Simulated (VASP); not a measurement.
## ZnS: relaxation of cell and atoms with PBEsol

Crystal: ZnS.

```xyz
4
Lattice="3.8110 0.0000 0.0000 -1.9055 3.3004 0.0000 0.0000 0.0000 6.2340" Properties=species:S:1:pos:R:3 pbc="T T T"
Zn    0.0000    2.2003    0.0000
Zn    1.9055    1.1001    3.1170
S     0.0000    2.2003    2.4001
S     1.9055    1.1001    5.5171
```

```json
{
 "Program": "VASP 6.6.1",
 "Task": "relaxation of cell and atoms",
 "Functional": "PBEsol",
 "Potentials or basis": "VASP PAW PBE potentials, release 64 (Zn, S)",
 "Cutoff": "600 eV",
 "k mesh": "9 × 9 × 6",
 "Occupations": "gaussian, width 0.02 eV",
 "Spin": "no spin polarisation",
 "Dipole correction": "no",
 "Further INCAR settings": "ALGO = Normal; EDIFF = 1e-06; IBRION = 2; EDIFFG = -0.005; NSW = 100; ISIF = 3"
}
```

```
Relaxed volume                         : 19.28 Å³/atom
Relaxed cell                           : a = 3.785 Å, b = 3.785 Å, c = 6.213 Å, α = 90.00°, β = 90.00°, γ = 120.00°
Space group after relaxing (to 0.05 Å) : P6_3mc (No. 186)
Energy gained by relaxing              : 6.5 meV/atom
Ionic steps                            : 9
Pressure after relaxing                : 0.0 GPa
Band gap on the k mesh                 : 2.15 eV, direct
```

Step by step:
| step | energy change (eV) | largest force (eV/Å) | pressure (GPa) | volume (Å³) |
| --- | --- | --- | --- | --- |
| 1 | 0.0000 | 0.3086 | -1.12 | 78.41 |
| 2 | -0.0199 | 0.1199 | 0.27 | 76.86 |
| 3 | -0.0200 | 0.1015 | 0.36 | 76.75 |
| 4 | -0.0232 | 0.0447 | 0.03 | 77.06 |
| 5 | -0.0243 | 0.0022 | -0.20 | 77.28 |
| 6 | -0.0244 | 0.0157 | -0.31 | 77.38 |
| 7 | -0.0258 | 0.0012 | 0.06 | 77.09 |
| 8 | -0.0259 | 0.0002 | -0.05 | 77.11 |
| 9 | -0.0259 | 0.0001 | -0.01 | 77.10 |

Final structure:
```
CELL_PARAMETERS angstrom
3.78530 0.00000 0.00000
-1.89265 3.27817 0.00000
0.00000 0.00000 6.21342
ATOMIC_POSITIONS crystal
Zn 0.33333 0.66667 0.00542
Zn 0.66667 0.33333 0.50542
S 0.33333 0.66667 0.37958
S 0.66667 0.33333 0.87958
```

Levels at points of the mesh, in eV from the valence-band top:
| k point | band 15 | band 16 | band 17 | band 18 | band 19 | band 20 | band 21 | band 22 |
| --- | --- | --- | --- | --- | --- | --- | --- | --- |
| (0.00, 0.00, 0.00) | -0.93 | -0.09 | 0.00 | 0.00 | 2.15 | 3.02 | 6.21 | 6.21 |
| (0.00, 0.00, 0.50) | -0.49 | -0.49 | -0.49 | -0.49 | 3.50 | 3.50 | 6.67 | 6.67 |

Wall time 3.4 min on 1 thread of AMD EPYC 9R45 96-Core Processor (Zen 5), on a shared host, peak memory 0.23 GiB.

Caveat: the PAW data sets were made with another functional, which shifts forces and pressure a little. As with any semilocal functional, this PBEsol gap is likely too small.
